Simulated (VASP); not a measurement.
The system is KF.

```
K F
1.0
     3.79659    0.00000    0.00000
    -1.89829    3.28794    0.00000
     0.00000    0.00000    3.76330
K F
1 1
Direct
  0.00000 0.00000 0.50000
  0.66667 0.33333 0.00000
```

The cell was built from a structure type or drawn by symmetry, and may not be a known phase.

```yaml
Program: VASP 6.6.1
Task: relaxation of cell and atoms
Functional: PBE
Potentials_or_basis: VASP PAW PBE potentials, release 64 (K_sv, F)
Cutoff: 600 eV
k_mesh: 4 × 4 × 4
Occupations: gaussian, width 0.15 eV
Spin: no spin polarisation
```

At the start: pressure -3.5 GPa; volume 23.49 Å³/atom.

Problem. Where does the relaxation end?

Solution. Over 4 steps the energy falls by 69.9 meV/atom and the volume is 19.83 Å³/atom (-15.6 %); space group P-6m2 (No. 187, to 0.1 Å) before and after.

Step by step:
| step | energy change (eV) | largest force (eV/Å) | pressure (GPa) | volume (Å³) |
| --- | --- | --- | --- | --- |
| 1 | 0.0000 | 0.0000 | -3.50 | 46.98 |
| 2 | -0.0960 | 0.0000 | -2.35 | 43.55 |
| 3 | -0.1369 | 0.0000 | -0.78 | 40.70 |
| 4 | -0.1397 | 0.0000 | 0.01 | 39.66 |

Final structure:
```
CELL_PARAMETERS angstrom
3.69730 0.00000 0.00000
-1.84865 3.20196 0.00000
0.00000 0.00000 3.34986
ATOMIC_POSITIONS crystal
K 0.00000 0.00000 0.50000
F 0.66667 0.33333 0.00000
```

Caveat: the k points lie up to 0.49 Å⁻¹ apart in the final cell; the volume moved by over 15 % at a fixed basis, so the end points are rough.
